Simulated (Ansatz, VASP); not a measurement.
**Ba in VASP and in Ansatz**

```xyz
1
Lattice="-2.5000 2.5000 2.5000 2.5000 -2.5000 2.5000 2.5000 2.5000 -2.5000" Properties=species:S:1:pos:R:3 pbc="T T T"
Ba    0.0000    0.0000    0.0000
```

Alike in both runs: task single point; functional PBEsol; k mesh 6 × 6 × 6; occupations gaussian, width 0.1 eV; no spin polarisation.

|  | VASP | Ansatz |
| --- | --- | --- |
| version | VASP 6.6.1 | Ansatz 0.2.0 |
| potentials or method | VASP PAW PBE potentials, release 64 (Ba_sv), cutoff 500 eV | scalar-relativistic, plane waves, PAW |
| valence electrons in the cell | 10 | 10 |

|  | VASP | Ansatz | Ansatz less VASP |
| --- | --- | --- | --- |
| gap on the k mesh at the Fermi level (eV) | none | none | - |
| pressure (GPa) | -0.4 | -0.5 | -0.07 |

VASP's potentials were made for PBE, not for PBEsol. A gap of «none» marks a metal or a gap that the smearing closes. With one functional, cell and mesh, what is left measures potentials, basis and numerics.

Spin-orbit coupling is off throughout.
